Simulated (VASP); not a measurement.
Here is a VASP 6.6.1 calculation.

INCAR

```
SYSTEM = GaN
ALGO     = Normal         ! electronic algorithm
EDIFF    = 1E-6           ! SCF threshold, eV
ENCUT    = 600            ! plane-wave cutoff, eV
GGA      = CA             ! functional
GGA_COMPAT= .FALSE.      
ISIF     = 2              ! what is computed and relaxed
ISMEAR   = 0              ! smearing method
LASPH    = .TRUE.         ! aspherical terms in the spheres
LCHARG   = .FALSE.        ! write CHGCAR
LORBIT   = 11             ! projections on sites
LORBMOM  = .TRUE.       
LREAL    = .FALSE.        ! projectors in reciprocal space
LSORBIT  = .TRUE.         ! spin-orbit coupling
LWAVE    = .FALSE.        ! write WAVECAR
MAGMOM   = 0 0 0 0 0 0    ! initial moments
NBANDS   = 30             ! bands
NELM     = 200            ! most SCF steps
PREC     = Accurate       ! precision mode
SIGMA    = 0.01           ! smearing width, eV
```

The input KPOINTS:

```
k-points
0
G
  10 10 10
  0 0 0
```

File POSCAR:

```
GaN
1.0
    0.0000000000      2.2277045316      2.2277045316
    2.2277045316      0.0000000000      2.2277045316
    2.2277045316      2.2277045316      0.0000000000
Ga N
1 1
Direct
   -0.0022444628     -0.0022444628     -0.0022444628
    0.2500000000      0.2500000000      0.2500000000
```

Potentials or basis: VASP PAW LDA potentials, release 64 (Ga_d, N).

Run with:

```sh
$ cat potpaw_LDA.64/Ga_d/POTCAR potpaw_LDA.64/N/POTCAR > POTCAR
$ mpirun -np 1 vasp_ncl > vasp.out
```

(1) Predict the pressure.

(2) Predict the largest force.

(3) Estimate the net moment.

Results:

(1) 1.0 GPa.

(2) 0.221 eV/Å.

(3) 0.00 μB per cell.

Caveat: the cell differs from its parent crystal (atom 1 moved by [-0.01, -0.01, -0.01] A).
